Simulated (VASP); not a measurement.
HfO2: vibrations by perturbation theory with LDA

Crystal: HfO2.

```xyz
3
Lattice="0.0000 2.5575 2.5575 2.5575 0.0000 2.5575 2.5575 2.5575 0.0000" Properties=species:S:1:pos:R:3 pbc="T T T"
Hf    0.0000    0.0000    0.0000
O     1.2788    1.2788    1.2788
O     3.8363    3.8363    3.8363
```

```yaml
Program: VASP 6.6.1
Task: vibrations by perturbation theory
Functional: LDA
Potentials_or_basis: VASP PAW LDA potentials, release 64 (Hf_pv, O)
Cutoff: 600 eV
k_mesh: 5 × 5 × 5
Occupations: gaussian, width 0.01 eV
Spin: no spin polarisation
Dipole_correction: no
Further_INCAR_settings: ALGO = Normal; EDIFF = 1e-08; IBRION = 8; NSW = 1
```

```yaml
Highest_phonon_frequency_at_Γ_LO-TO_splitting_left_out: 535 cm⁻¹
```

Phonon frequencies in cm⁻¹ (negative: imaginary):
| q point | frequencies |
| --- | --- |
| (0.000, 0.000, 0.000) | 0 0 0 168 168 168 535 535 535 |

Wall time 79 s on 1 thread of Intel Xeon 8259CL, with other jobs on the host, peak memory 0.19 GiB.

Caveat: the k points lie up to 0.43 Å⁻¹ apart; the cell stands under pressure or tension, which shifts response properties.
